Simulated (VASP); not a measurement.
**NaCl (vib): vibrations by perturbation theory with LDA**

Crystal: NaCl (vib).

```xyz
2
Lattice="0.0000 2.7321 2.7321 2.7321 0.0000 2.7321 2.7321 2.7321 0.0000" Properties=species:S:1:pos:R:3 pbc="T T T"
Na    0.0000    0.0000    0.0000
Cl    2.7321    2.7321    2.7321
```

```json
{"Program": "VASP 6.6.1", "Task": "vibrations by perturbation theory", "Functional": "LDA", "Potentials or basis": "VASP PAW LDA potentials, release 64 (Na_pv, Cl)", "Cutoff": "500 eV", "k mesh": "6 × 6 × 6", "Occupations": "gaussian, width 0.01 eV", "Spin": "no spin polarisation", "Dipole correction": "no", "Further INCAR settings": "ALGO = Normal; EDIFF = 1e-08; IBRION = 8; NSW = 1"}
```

| Property | Result |
| --- | --- |
| Electronic dielectric tensor (diagonal) | 2.67 |
| Born charges (mean of the diagonal) | Na +1.07; Cl -1.07 e |
| Highest phonon frequency at Γ, LO-TO splitting left out | 190 cm⁻¹ |

Phonon frequencies in cm⁻¹ (negative: imaginary):
```tsv
q point	frequencies
(0.000, 0.000, 0.000)	0 0 0 190 190 190
```

Electronic dielectric tensor:
```
2.67 0.00 0.00
0.00 2.67 0.00
0.00 0.00 2.67
```

Born effective charge tensors (e):
atom 1, Na
```
1.07 0.00 0.00
0.00 1.07 0.00
0.00 0.00 1.07
```
atom 2, Cl
```
-1.07  0.00  0.00
 0.00 -1.07  0.00
 0.00  0.00 -1.07
```

Run time: 80 s on 1 thread of Intel(R) Xeon(R) Platinum 8488C (Sapphire Rapids), on a shared host, peak memory 0.17 GiB.
